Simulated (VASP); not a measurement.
# O (R-3m) in VASP: notebook, part 3 of 3

VASP 6.6.1. The steps go on from the part before.

## Step 5: Electric field gradients, PBEsol (volume scaled by 1.04)

The input, INCAR:

```
ALGO     = Normal         # electronic algorithm
EDIFF    = 1E-8           # SCF threshold, eV
ENCUT    = 520            # plane-wave cutoff, eV
GGA      = PS             # functional
ISIF     = 2              # what is computed and relaxed
ISMEAR   = -1             # smearing method
LASPH    = True           # aspherical terms in the spheres
LCHARG   = False          # write CHGCAR
LEFG     = True         
LREAL    = False          # projectors in reciprocal space
LWAVE    = False          # write WAVECAR
NBANDS   = 13             # bands
NELM     = 80             # most SCF steps
PREC     = Accurate       # precision mode
SIGMA    = 0.02           # smearing width, eV
```

The input, KPOINTS:

```
k-points
0
Gamma
  10 10 10
```

The input, POSCAR:

```
O
1.0
    1.4420794467      0.8325849567      3.4531511960
   -1.4420794467      0.8325849567      3.4531511960
    0.0000000000     -1.6651699134      3.4531511960
O
2
Direct
    0.0577000000      0.0577000000      0.0577000000
    0.9423000000      0.9423000000      0.9423000000
```

Potentials or basis: VASP PAW PBE potentials, release 64 (O).

Started as:

```console
$ cat potpaw_PBE.64/O/POTCAR > POTCAR
$ mpirun -np 1 vasp_std > vasp.out
```

OUTCAR:

```text
EDIFF = 1E-8
   ENCUT = 520
   GGA = PS
   ISIF = 2
   ISMEAR = -1
   LASPH = True
   LREAL = False
   NELM = 80
   PREC = Accurate

 ion  position               nearest neighbor table
   1  0.058  0.058  0.058-   2 1.20
   2  0.942  0.942  0.942-   1 1.20

  LATTYP: Found a trigonal (rhomboedric) cell.
 ALAT       =     3.8336723938
 COS(alpha) =     0.7170052526

  Lattice vectors:

 A1 = (   1.4420794467,   0.8325849567,   3.4531511960)
 A2 = (  -1.4420794467,   0.8325849567,   3.4531511960)
 A3 = (   0.0000000000,  -1.6651699134,   3.4531511960)

Analysis of symmetry for initial positions (statically):
=====================================================================
 Subroutine PRICEL returns:
 Original cell was already a primitive cell.

 Routine SETGRP: Setting up the symmetry group for a
 trigonal (rhombohedral) supercell.

 Subroutine GETGRP returns: Found 12 space group operations
 (whereof 12 operations were pure point group operations)
 out of a pool of 12 trial point group operations.

The static configuration has the point symmetry D_3d.

Analysis of symmetry for dynamics (positions and initial velocities):
=====================================================================
 Subroutine PRICEL returns:
 Original cell was already a primitive cell.

 Routine SETGRP: Setting up the symmetry group for a
 trigonal (rhombohedral) supercell.

 Subroutine GETGRP returns: Found 12 space group operations
 (whereof 12 operations were pure point group operations)
 out of a pool of 12 trial point group operations.

The dynamic configuration has the point symmetry D_3d.

[... 163 lines left out ...]
      9      11.2377      0.00000
     10      14.6606      0.00000
     11      18.1362      0.00000
     12      20.9625      0.00000
     13      20.9625      0.00000
[... 354 lines left out ...]
  band No.  band energies     occupation
      1     -27.3271      2.00000
      2     -13.8827      2.00000
      3      -8.2269      2.00000
      4      -7.1696      2.00000
      5      -6.9008      2.00000
      6      -0.8387      2.00000
      7       0.4786      0.00000
      8       9.5698      0.00000
      9      11.7941      0.00000
     10      14.4976      0.00000
     11      15.1609      0.00000
     12      18.8318      0.00000
     13      21.5879      0.00000

 [... further k-points ...]
[... 5 lines left out ...]
  --------------------------------------------------------------------------------------
  -------------------------------------------------------------------------------------
  Total       -1.3481653     -1.3481653      3.4358171      0.0000000     -0.0000000      0.0000000
  in kB      -86.8298696    -86.8298696    221.2870629      0.0000000     -0.0000000      0.0000000
  external PRESSURE =      15.8757746 kB  Pullay stress =       0.0000000 kB

 VOLUME and BASIS-vectors are now :
 -----------------------------------------------------------------------------
  energy-cutoff  :      520.00
  volume of cell :       24.88
      direct lattice vectors                 reciprocal lattice vectors
     1.442079447  0.832584957  3.453151196     0.346721535  0.200179772  0.096530188
    -1.442079447  0.832584957  3.453151196    -0.346721535  0.200179772  0.096530188
     0.000000000 -1.665169913  3.453151196     0.000000000 -0.400359544  0.096530188

 POSITION                                       TOTAL-FORCE (eV/Angst)
 -----------------------------------------------------------------------------------
      0.00000      0.00000      0.59774         0.000000      0.000000      2.443602
      0.00000      0.00000      9.76171         0.000000     -0.000000     -2.443602
 -----------------------------------------------------------------------------------
    total drift:                               -0.000000     -0.000000      0.000000

  FREE ENERGIE OF THE ION-ELECTRON SYSTEM (eV)
  ---------------------------------------------------
  free  energy   TOTEN  =        -9.8588186194 eV

  energy  without entropy=       -9.8568838576  energy(sigma->0) =       -9.85785124

 Electric field gradients (V/A^2)
---------------------------------------------------------------------
 ion       V_xx      V_yy      V_zz      V_xy      V_xz      V_yz
---------------------------------------------------------------------
   1     -60.351   -60.351   120.701    -0.000    -0.000    -0.000
   2     -60.351   -60.351   120.701     0.000     0.000    -0.000
---------------------------------------------------------------------

 Electric field gradients after diagonalization (V/A^2)
 (convention: |V_zz| > |V_xx| > |V_yy|)
----------------------------------------------------------------------
 ion       V_xx      V_yy      V_zz     asymmetry (V_yy - V_xx)/ V_zz
----------------------------------------------------------------------
   1     -60.351   -60.351   120.701       0.000
   2     -60.351   -60.351   120.701       0.000
----------------------------------------------------------------------

           NMR quadrupolar parameters

 Cq : quadrupolar parameter    Cq=e*Q*V_zz/h
 eta: asymmetry parameters     (V_yy - V_xx)/ V_zz
 Q  : nuclear electric quadrupole moment in mb (millibarn)
----------------------------------------------------------------------
 ion       Cq(MHz)       eta       Q (mb)
----------------------------------------------------------------------
   1       0.292       0.000       1.000
   2       0.292       0.000       1.000
----------------------------------------------------------------------
```

OSZICAR:

```text
N       E                     dE             d eps       ncg     rms          rms(c)
DAV:   1     0.359104945983E+02    0.35910E+02   -0.62662E+03  3077   0.841E+02
DAV:   2    -0.879323371463E+01   -0.44704E+02   -0.43010E+02  3900   0.180E+02
DAV:   3    -0.101559143075E+02   -0.13627E+01   -0.13291E+01  3449   0.284E+01
DAV:   4    -0.101598681242E+02   -0.39538E-02   -0.39524E-02  3481   0.186E+00
DAV:   5    -0.101598826646E+02   -0.14540E-04   -0.14540E-04  3431   0.106E-01    0.440E+00
DAV:   6    -0.991577713884E+01    0.24411E+00   -0.21040E-01  3336   0.417E+00    0.234E+00
DAV:   7    -0.985701631579E+01    0.58761E-01   -0.19758E-01  3511   0.392E+00    0.445E-01
DAV:   8    -0.985884136733E+01   -0.18251E-02   -0.14993E-02  3061   0.102E+00    0.494E-02
DAV:   9    -0.985880911725E+01    0.32250E-04   -0.23468E-04  3541   0.138E-01    0.230E-02
DAV:  10    -0.985881777734E+01   -0.86601E-05   -0.29726E-05  3161   0.458E-02    0.738E-03
DAV:  11    -0.985881861335E+01   -0.83600E-06   -0.34394E-06  3291   0.179E-02    0.358E-03
DAV:  12    -0.985881859422E+01    0.19122E-07   -0.53363E-07  3246   0.649E-03    0.421E-04
DAV:  13    -0.985881861940E+01   -0.25175E-07   -0.28531E-08  3306   0.144E-03    0.935E-05
DAV:  14    -0.985881861941E+01   -0.89813E-11   -0.45318E-10  1608   0.203E-04
   1 F= -.98588186E+01 E0= -.98578512E+01  d E =-.193476E-02
```

stdout:

```text
POSCAR found type information on POSCAR O
 POSCAR found :  1 types and       2 ions
 scaLAPACK will be used
 -----------------------------------------------------------------------------
|                                                                             |
|                                                                             |
|     You enforced a specific xc type in the INCAR file but a different       |
|     I HOPE YOU KNOW WHAT YOU ARE DOING!                                     |
|                                                                             |
 -----------------------------------------------------------------------------

 LDA part: xc-table for (Slater+PW92), standard interpolation
 POSCAR, INCAR and KPOINTS ok, starting setup
 FFT: planning ... GRIDC
 FFT: planning ... GRID_SOFT
 FFT: planning ... GRID
 WAVECAR not read
 entering main loop
ion   1

ion   2
```

Run time: 66 s. Hardware: 1 thread of Intel Xeon Platinum 8488C (Sapphire Rapids), shared host; peak memory 0.17 GiB.

Results:

```yaml
Free_energy: -9.8588 eV
Pressure: 1.6 GPa
Largest_force: 2.444 eV/Å
Band_gap_on_the_k_mesh: zero (band 6 reaches 0.78 eV, above the bottom of band 7 at -0.44 eV)
```

Forces in eV/Å, atoms in the order of the input:
```
O    0.000  0.000  2.444
O    0.000  0.000 -2.444
```

Stress tensor (GPa, compression positive):
```
-8.68  0.00  0.00
 0.00 -8.68  0.00
 0.00  0.00 22.13
```

Levels at points of the mesh, in eV from the Fermi level:
```tsv
k point	band 4	band 5	band 6	band 7	band 8	band 9
(0.00, 0.00, 0.00)	-6.38	-6.38	0.52	0.52	7.97	11.21
(0.50, 0.00, 0.00)	-7.71	-6.74	-0.70	0.06	10.17	12.38
(0.50, 0.50, 0.00)	-7.13	-6.94	-1.28	0.57	9.64	11.53
(0.50, 0.50, 0.50)	-6.47	-6.47	0.76	0.76	7.59	8.34
```

Electric field gradients, principal values (V/Å²):
```tsv
atom	least	middle	greatest (by size)
1 O	-60.351	-60.351	120.701
2 O	-60.351	-60.351	120.701
```

Caveat: the standard files for N, O and F lose accuracy on very short bonds; spin is off for a triplet molecule; without QUAD_EFG the Cq values of the log hold for a quadrupole moment of 1 mb, not for the nuclei; the PAW data sets were made with another functional, which shifts forces and pressure a little.

## Step 6: Overview

```tsv
cell	gap on the mesh (eV)	pressure (GPa)	largest force (eV/Å)
a = 3.796 Å, angles 44.2°, 2 atoms	none	4.7	3.54
a = 3.809 Å, angles 44.2°, 2 atoms	none	3.6	3.16
a = 3.791 Å, angles 44.6°, 2 atoms	none	5.7	3.95
a = 3.834 Å, angles 44.2°, 2 atoms	none	1.6	2.44
```

Alike in all rows: task electric field gradients; level PBEsol; potentials or basis VASP PAW PBE potentials, release 64 (O); no spin polarisation; k mesh 10 × 10 × 10; cutoff (eV) 520; smearing fermi-dirac 0.02 eV.

Caveats: the standard files for N, O and F lose accuracy on very short bonds; spin is off for a triplet molecule; the PAW data sets were made with another functional, which shifts forces and pressure a little.

Absolute energies hang on the potentials; compare differences alone.
